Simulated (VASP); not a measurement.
# BaS (Fm-3m) in VASP: a series of runs

Aim: see how the results for BaS move with the level of theory and the settings. Levels: PBE, LDA. Tasks: single point.

Everything below comes from runs of VASP 6.6.1. Logs are shortened: lines on timing, memory, paths and dates and some standing lists are left out, and cuts for length are marked.

## Step 1: The cell of the first run

Symmetry: Fm-3m, No. 225, cubic system. Conventional cell: a = 6.417 Å, b = 6.417 Å, c = 6.417 Å, α = 90.00°, β = 90.00°, γ = 90.00°. Ba (site symmetry m-3m) has 6 S at 3.21 Å within 4.2 Å. S (site symmetry m-3m) has 6 Ba at 3.21 Å within 4.2 Å.

## Step 2: Single point, PBE

File INCAR:

```
SYSTEM = BaS
PREC = Accurate
ENCUT = 520
EDIFF = 1E-6
ISMEAR = 0
SIGMA = 0.05
LREAL = .FALSE.
LASPH = .TRUE.
NELM = 100
ALGO = Normal
ISIF = 2
LWAVE = .FALSE.
LCHARG = .FALSE.
GGA = PE
NBANDS = 15
```

File KPOINTS:

```
regular mesh
0
G
  10 10 10
  0 0 0
```

File POSCAR:

```
BaS
1.0
    0.0000000000      3.2086281686      3.2086281686
    3.2086281686      0.0000000000      3.2086281686
    3.2086281686      3.2086281686      0.0000000000
Ba S
1 1
Direct
    0.5000000000      0.5000000000      0.5000000000
    0.0000000000      0.0000000000      0.0000000000
```

Potentials or basis: VASP PAW PBE potentials, release 64 (Ba_sv, S).

On the command line:

```
cat potpaw_PBE.64/Ba_sv/POTCAR potpaw_PBE.64/S/POTCAR > POTCAR
mpirun -np 1 vasp_std > vasp.out
```

OUTCAR:

```text
SYSTEM = BaS
   PREC = Accurate
   ENCUT = 520
   EDIFF = 1E-6
   ISMEAR = 0
   LREAL = .FALSE.
   LASPH = .TRUE.
   NELM = 100
   ISIF = 2
   GGA = PE

 ion  position               nearest neighbor table
   1  0.500  0.500  0.500-   2 3.21   2 3.21   2 3.21   2 3.21   2 3.21   2 3.21
   2  0.000  0.000  0.000-   1 3.21   1 3.21   1 3.21   1 3.21   1 3.21   1 3.21

  LATTYP: Found a face centered cubic cell.
 ALAT       =     6.4172563372

  Lattice vectors:

 A1 = (   0.0000000000,   3.2086281686,   3.2086281686)
 A2 = (   3.2086281686,   0.0000000000,   3.2086281686)
 A3 = (   3.2086281686,   3.2086281686,   0.0000000000)

Analysis of symmetry for initial positions (statically):
=====================================================================
 Subroutine PRICEL returns:
 Original cell was already a primitive cell.

 Routine SETGRP: Setting up the symmetry group for a
 face centered cubic supercell.

 Subroutine GETGRP returns: Found 48 space group operations
 (whereof 48 operations were pure point group operations)
 out of a pool of 48 trial point group operations.

The static configuration has the point symmetry O_h .

Analysis of symmetry for dynamics (positions and initial velocities):
=====================================================================
 Subroutine PRICEL returns:
 Original cell was already a primitive cell.

 Routine SETGRP: Setting up the symmetry group for a
 face centered cubic supercell.

 Subroutine GETGRP returns: Found 48 space group operations
 (whereof 48 operations were pure point group operations)
 out of a pool of 48 trial point group operations.

The dynamic configuration has the point symmetry O_h .

 Subroutine INISYM returns: Found 48 space group operations
 (whereof 48 operations are pure point group operations),
 and found     1 'primitive' translations

----------------------------------------------------------------------------------------

                                     Primitive cell

  volume of cell :      66.0675

  direct lattice vectors                    reciprocal lattice vectors
     0.000000000  3.208628169  3.208628169    -0.155829836  0.155829836  0.155829836
     3.208628169  0.000000000  3.208628169     0.155829836 -0.155829836  0.155829836
     3.208628169  3.208628169  0.000000000     0.155829836  0.155829836 -0.155829836

  length of vectors
     4.537685473  4.537685473  4.537685473     0.269905193  0.269905193  0.269905193

  position of ions in fractional coordinates (direct lattice)
     0.500000000  0.500000000  0.500000000
     0.000000000  0.000000000  0.000000000

  ion indices of the primitive-cell ions
   primitive index   ion index
                 1           1
                 2           2

----------------------------------------------------------------------------------------

 KPOINTS: regular mesh

Automatic generation of k-mesh.
 Grid dimensions read from file:
 generate k-points for:   10   10   10

 Generating k-lattice:

  Cartesian coordinates                     Fractional coordinates (reciprocal lattice)
    -0.015582984  0.015582984  0.015582984     0.100000000  0.000000000  0.000000000
     0.015582984 -0.015582984  0.015582984     0.000000000  0.100000000  0.000000000
     0.015582984  0.015582984 -0.015582984     0.000000000  0.000000000  0.100000000

  Length of vectors
     0.026990519  0.026990519  0.026990519

  Shift w.r.t. Gamma in fractional coordinates (k-lattice)
     0.000000000  0.000000000  0.000000000

 Subroutine IBZKPT returns following result:
 ===========================================

 Found     47 irreducible k-points:

 Following reciprocal coordinates:
            Coordinates               Weight
  0.000000  0.000000  0.000000      1.000000
  0.100000  0.000000  0.000000      8.000000
  0.200000  0.000000  0.000000      8.000000
  0.300000  0.000000  0.000000      8.000000
  0.400000  0.000000  0.000000      8.000000
  0.500000  0.000000  0.000000      4.000000
[... 16 lines left out ...]
  0.300000  0.300000  0.000000      6.000000
  0.400000  0.300000  0.000000     24.000000
 [... further k-points ...]
   k-points           NKPTS =     47   k-points in BZ     NKDIM =     47   number of bands    NBANDS=     15
   number of dos      NEDOS =    301   number of ions     NIONS =      2
   total plane-waves  NPLWV =  46656
   dimension x,y,z NGX =    36 NGY =   36 NGZ =   36
   dimension x,y,z NGXF=    72 NGYF=   72 NGZF=   72
   ions per type =               1   1
   NGX,Y,Z   is equivalent  to a cutoff of  13.19, 13.19, 13.19 a.u.
   NGXF,Y,Z  is equivalent  to a cutoff of  26.38, 26.38, 26.38 a.u.
 SYSTEM =  BaS
   PREC   = accura    normal or accurate (medium, high low for compatibility)
   ISTART =      0    job   : 0-new  1-cont  2-samecut
   ICHARG =      2    charge: 1-file 2-atom 10-const
   ISPIN  =      1    spin polarized calculation?
   LNONCOLLINEAR =      F non collinear calculations
   LSORBIT =      F    spin-orbit coupling
   LASPH  =      T    aspherical Exc in radial PAW
   ENCUT  =  520.0 eV  38.22 Ry    6.18 a.u.   8.44  8.44  8.44*2*pi/ulx,y,z
   NELM   =    100;   NELMIN=  2; NELMDL= -5     # of ELM steps
   EDIFF  = 0.1E-05   stopping-criterion for ELM
   LREAL  =      F    real-space projection
[... 7 lines left out ...]
   TEBEG  =    0.0;   TEEND  =   0.0 temperature during run
   PSTRESS=    0.0 pullay stress
   NELECT =      16.0000    total number of electrons
   NUPDOWN=      -1.0000    fix difference up-down
   EMIN   =  10.00;   EMAX   =-10.00  energy-range for DOS
   EFERMI =   0.00;   METHOD = LEGACY
   ISMEAR =     0;   SIGMA  =   0.05  broadening in eV -4-tet -1-fermi 0-gaus
   EFERMI_NEDOS =   21; number of points for ismear=-14 and -15
   IALGO  =     38    algorithm
   IMIX   =      4    mixing-type and parameters
     AMIX     =   0.40;   BMIX     =  1.00
     AMIX_MAG =   1.60;   BMIX_MAG =  1.00
  volume/ion in A,a.u.               =      33.03       222.92
  Fermi-wavevector in a.u.,A,eV,Ry     =   1.020435  1.928343 14.167584  1.041288
  Thomas-Fermi vector in A             =   2.154005
   LORBIT       =      0    0 simple, 1 ext, 2 COOP (PROOUT), +10 PAW based schemes
   GGA     = PE    functional components
   LHFCALC =     F    Hartree Fock is set to
   AEXX    =    0.0000 exact exchange contribution
   IVDW    =     0    specifies the selected vdW correction
   LEPSILON=     F    determine dielectric tensor
   LRPA    =     F    only Hartree local field effects (RPA)
 non-spin polarized calculation
 Gauss-broadening in eV      SIGMA  =   0.05
  energy-cutoff  :      520.00
  volume of cell :       66.07
 maximum number of plane-waves:      1807
 NGX is ok and might be reduce to    36
   NGX = 17   NGY = 17   NGZ = 17

 number of electron      16.0000002 magnetization

 Free energy of the ion-electron system (eV)
  ---------------------------------------------------
  ext. energy  EPLUGINS =         0.00000000
  ---------------------------------------------------
  free energy    TOTEN  =       -10.19117596 eV

  energy without entropy =      -10.19117596  energy(sigma->0) =      -10.19117596

 E-fermi :   1.6029     XC(G=0):  -8.5681

 val. band max:        1.3819167943   @ k =   0.0000   0.0000   0.0000
 cond. band min:       3.5122095163   @ k =   0.5000   0.5000   0.0000
 fundamental gap:      2.1302927220
 Fermi energy:         1.6029175340

 k-point     1 :       0.0000    0.0000    0.0000
  band No.  band energies     occupation
      1     -24.7369      2.00000
      2      -9.7941      2.00000
      3      -9.7941      2.00000
      4      -9.7941      2.00000
      5      -8.9571      2.00000
      6       1.3819      2.00000
      7       1.3819      2.00000
      8       1.3819      2.00000
      9       4.9138      0.00000
     10       5.2485      0.00000
     11       5.2485      0.00000
     12       5.2485      0.00000
     13       6.1597      0.00000
     14       6.1597      0.00000
     15      10.0926      0.00000

 k-point     2 :       0.1000    0.0000    0.0000
  band No.  band energies     occupation
      1     -24.7330      2.00000
      2      -9.9895      2.00000
      3      -9.7977      2.00000
      4      -9.7977      2.00000
      5      -8.7529      2.00000
      6       1.1085      2.00000
      7       1.2456      2.00000
      8       1.2456      2.00000
      9       5.1960      0.00000
     10       5.3595      0.00000
     11       5.3967      0.00000
     12       5.3967      0.00000
     13       6.4493      0.00000
     14       6.4493      0.00000
     15      10.4934      0.00000

 k-point     3 :       0.2000    0.0000    0.0000
  band No.  band energies     occupation
      1     -24.7226      2.00000
      2     -10.3230      2.00000
      3      -9.8070      2.00000
      4      -9.8070      2.00000
      5      -8.3957      2.00000
      6       0.5407      2.00000
      7       0.9372      2.00000
      8       0.9372      2.00000
      9       5.3402      0.00000
     10       5.8192      0.00000
     11       5.8192      0.00000
     12       6.2017      0.00000
     13       7.2175      0.00000
     14       7.2175      0.00000
     15      11.4966      0.00000
[... 343 lines left out ...]
 k-point    23 :       0.3000    0.3000    0.0000
  band No.  band energies     occupation
      1     -24.7014      2.00000
      2     -10.3780      2.00000
      3      -9.9134      2.00000
      4      -9.9134      2.00000
      5      -8.4450      2.00000
      6       0.1578      2.00000
      7       1.2055      2.00000
      8       1.2055      2.00000
      9       3.9592      0.00000
     10       6.3380      0.00000
     11       6.8264      0.00000
     12       7.6785      0.00000
     13       7.6785      0.00000
     14      10.0080      0.00000
     15      11.6954      0.00000

 k-point    24 :       0.4000    0.3000    0.0000
  band No.  band energies     occupation
      1     -24.6933      2.00000
      2     -10.4084      2.00000
      3      -9.9538      2.00000
      4      -9.9310      2.00000
      5      -8.4798      2.00000
      6       0.3087      2.00000
      7       1.0470      2.00000
      8       1.1112      2.00000
      9       3.9747      0.00000
     10       6.8749      0.00000
     11       7.2357      0.00000
     12       8.1227      0.00000
     13       8.1898      0.00000
     14      10.0608      0.00000
     15      10.4520      0.00000

 [... further k-points ...]
[... 5 lines left out ...]
  --------------------------------------------------------------------------------------
  -------------------------------------------------------------------------------------
  Total        0.3221717      0.3221717      0.3221717      0.0000000      0.0000000     -0.0000000
  in kB        7.8128559      7.8128559      7.8128559      0.0000000      0.0000000     -0.0000000
  external PRESSURE =       7.8128559 kB  Pullay stress =       0.0000000 kB

 VOLUME and BASIS-vectors are now :
 -----------------------------------------------------------------------------
  energy-cutoff  :      520.00
  volume of cell :       66.07
      direct lattice vectors                 reciprocal lattice vectors
     0.000000000  3.208628169  3.208628169    -0.155829836  0.155829836  0.155829836
     3.208628169  0.000000000  3.208628169     0.155829836 -0.155829836  0.155829836
     3.208628169  3.208628169  0.000000000     0.155829836  0.155829836 -0.155829836

 POSITION                                       TOTAL-FORCE (eV/Angst)
 -----------------------------------------------------------------------------------
      3.20863      3.20863      3.20863         0.000000     -0.000000      0.000000
      0.00000      0.00000      0.00000        -0.000000      0.000000     -0.000000
 -----------------------------------------------------------------------------------
    total drift:                                0.000000      0.000000      0.000000

  FREE ENERGIE OF THE ION-ELECTRON SYSTEM (eV)
  ---------------------------------------------------
  free  energy   TOTEN  =       -10.1911759641 eV

  energy  without entropy=      -10.1911759641  energy(sigma->0) =      -10.19117596
```

Run time: 52 s. Hardware: 1 thread of AMD EPYC 7R43 (Zen 3), shared host; peak memory 0.19 GiB.

What came out:

```
Free energy            : -10.1912 eV
Pressure               : 0.8 GPa
Band gap on the k mesh : 2.13 eV, indirect (least direct gap 2.27 eV)
```

Caveat: spin-orbit coupling is left out, which moves the levels of the heavy elements.

## Step 3: Single point, PBE

This run uses another cell than the first one, of 33.21 Å³/atom, 1.005 times its volume.

File INCAR:

```
PREC = Accurate
ENCUT = 520
EDIFF = 1E-6
ISMEAR = 0
SIGMA = 0.05
LREAL = False
LASPH = True
NELM = 100
ALGO = Normal
ISIF = 2
LWAVE = False
LCHARG = True
GGA = PE
LELF = True
LVHAR = True
NBANDS = 15
```

File KPOINTS:

```
Automatic mesh
0
Gamma
  10 10 10
```

File POSCAR:

```
BaS
1.0
    0.0000000000      3.2142043034      3.2142043034
    3.2142043034      0.0000000000      3.2142043034
    3.2142043034      3.2142043034      0.0000000000
Ba S
1 1
Direct
    0.5000000000      0.5000000000      0.5000000000
    0.0000000000      0.0000000000      0.0000000000
```

Potentials or basis: VASP PAW PBE potentials, release 64 (Ba_sv, S).

On the command line:

```
cat potpaw_PBE.64/Ba_sv/POTCAR potpaw_PBE.64/S/POTCAR > POTCAR
mpirun -np 1 vasp_std > vasp.out
```

Run time: 53 s. Hardware: 1 thread of AMD EPYC 7R43 (Zen 3), shared host; peak memory 0.19 GiB.

It converged, with:

```
Free energy            : -10.1927 eV
Pressure               : 0.6 GPa
Band gap on the k mesh : 2.14 eV, indirect (least direct gap 2.28 eV)
```

Levels at points of the mesh, in eV from the valence-band top:
| k point | band 5 | band 6 | band 7 | band 8 | band 9 | band 10 | band 11 | band 12 |
| --- | --- | --- | --- | --- | --- | --- | --- | --- |
| (0.00, 0.00, 0.00) | -10.33 | 0.00 | 0.00 | 0.00 | 3.51 | 3.87 | 3.87 | 3.87 |
| (0.50, 0.00, 0.00) | -9.18 | -1.89 | -1.05 | -1.05 | 5.48 | 5.63 | 6.23 | 6.23 |
| (0.50, 0.50, 0.00) | -10.24 | -0.54 | -0.15 | -0.15 | 2.14 | 5.88 | 5.91 | 7.39 |

Caveat: spin-orbit coupling is left out, which moves the levels of the heavy elements.

## Step 4: Single point, LDA

This run uses another cell than the first one, of 33.21 Å³/atom, 1.005 times its volume.

File INCAR:

```
PREC = Accurate
ENCUT = 520
EDIFF = 1E-7
ISMEAR = 0
SIGMA = 0.05
LREAL = F
LASPH = T
NELM = 60
ALGO = Normal
ISIF = 2
LWAVE = F
LCHARG = F
NBANDS = 15
```

File KPOINTS:

```
regular mesh
0
Gamma
  10 10 10
```

POSCAR is that of step 3.

Potentials or basis: VASP PAW LDA potentials, release 64 (Ba_sv, S).

On the command line:

```
cat potpaw_LDA.64/Ba_sv/POTCAR potpaw_LDA.64/S/POTCAR > POTCAR
mpirun -np 1 vasp_std > vasp.out
```

OUTCAR:

```text
PREC = Accurate
   ENCUT = 520
   EDIFF = 1E-7
   ISMEAR = 0
   LREAL = F
   LASPH = T
   NELM = 60
   ISIF = 2

 ion  position               nearest neighbor table
   1  0.500  0.500  0.500-   2 3.21   2 3.21   2 3.21   2 3.21   2 3.21   2 3.21
   2  0.000  0.000  0.000-   1 3.21   1 3.21   1 3.21   1 3.21   1 3.21   1 3.21

  LATTYP: Found a face centered cubic cell.
 ALAT       =     6.4284086068

  Lattice vectors:

 A1 = (   0.0000000000,   3.2142043034,   3.2142043034)
[... 609 lines left out ...]
      9       3.5446      0.00000
     10       6.3911      0.00000
     11       6.8975      0.00000
     12       7.7374      0.00000
     13       7.8088      0.00000
     14       9.6286      0.00000
     15      10.0062      0.00000

 [... further k-points ...]
[... 5 lines left out ...]
  --------------------------------------------------------------------------------------
  -------------------------------------------------------------------------------------
  Total       -1.0784298     -1.0784298     -1.0784298     -0.0000000     -0.0000000      0.0000000
  in kB      -26.0166886    -26.0166886    -26.0166886     -0.0000000     -0.0000000      0.0000000
  external PRESSURE =     -26.0166886 kB  Pullay stress =       0.0000000 kB

 VOLUME and BASIS-vectors are now :
 -----------------------------------------------------------------------------
  energy-cutoff  :      520.00
  volume of cell :       66.41
      direct lattice vectors                 reciprocal lattice vectors
     0.000000000  3.214204303  3.214204303    -0.155559496  0.155559496  0.155559496
     3.214204303  0.000000000  3.214204303     0.155559496 -0.155559496  0.155559496
     3.214204303  3.214204303  0.000000000     0.155559496  0.155559496 -0.155559496

 POSITION                                       TOTAL-FORCE (eV/Angst)
 -----------------------------------------------------------------------------------
      3.21420      3.21420      3.21420        -0.000000     -0.000000     -0.000000
      0.00000      0.00000      0.00000         0.000000      0.000000      0.000000
 -----------------------------------------------------------------------------------
    total drift:                                0.000000      0.000000      0.000000

  FREE ENERGIE OF THE ION-ELECTRON SYSTEM (eV)
  ---------------------------------------------------
  free  energy   TOTEN  =       -11.1425681128 eV

  energy  without entropy=      -11.1425681128  energy(sigma->0) =      -11.14256811
```

stdout:

```text
POSCAR found type information on POSCAR BaS
 POSCAR found :  2 types and       2 ions
 scaLAPACK will be used
 LDA part: xc-table for (Slater(with rela. corr.)+CA(PZ))
 , standard interpolation
 POSCAR, INCAR and KPOINTS ok, starting setup
 FFT: planning ... GRIDC
 FFT: planning ... GRID_SOFT
 FFT: planning ... GRID
 WAVECAR not read
 entering main loop
```

It took 48 s on 1 thread of AMD EPYC 7R43 (Zen 3), shared host; peak memory 0.16 GiB.

Results:

- Free energy: -11.1426 eV
- Pressure: -2.6 GPa
- Band gap on the k mesh: 1.94 eV, indirect (least direct gap 2.09 eV)

Levels at points of the mesh, in eV from the valence-band top:
```
           k point  band 5  band 6  band 7  band 8  band 9  band 10  band 11  band 12
(0.00, 0.00, 0.00)  -10.29    0.00    0.00    0.00    3.22     3.70     3.70     3.70
(0.50, 0.00, 0.00)   -9.10   -1.98   -1.08   -1.08    5.33     5.41     6.10     6.10
(0.50, 0.50, 0.00)  -10.19   -0.56   -0.15   -0.15    1.94     5.72     5.81     7.30
```

Caveat: spin-orbit coupling is left out, which moves the levels of the heavy elements.

## Step 5: Overview

| level | potentials or basis | cell | gap on the mesh (eV) | pressure (GPa) |
| --- | --- | --- | --- | --- |
| PBE | VASP PAW PBE potentials, release 64 (Ba_sv, S) | a = 4.538 Å, angles 60.0°, 2 atoms | 2.13 | 0.8 |
| PBE | VASP PAW PBE potentials, release 64 (Ba_sv, S) | a = 4.546 Å, angles 60.0°, 2 atoms | 2.14 | 0.6 |
| LDA | VASP PAW LDA potentials, release 64 (Ba_sv, S) | a = 4.546 Å, angles 60.0°, 2 atoms | 1.94 | -2.6 |

Alike in all rows: task single point; no spin polarisation; k mesh 10 × 10 × 10; cutoff (eV) 520; smearing gaussian 0.05 eV.

Caveats: spin-orbit coupling is left out, which moves the levels of the heavy elements.

Absolute energies hang on the potentials; compare differences alone.
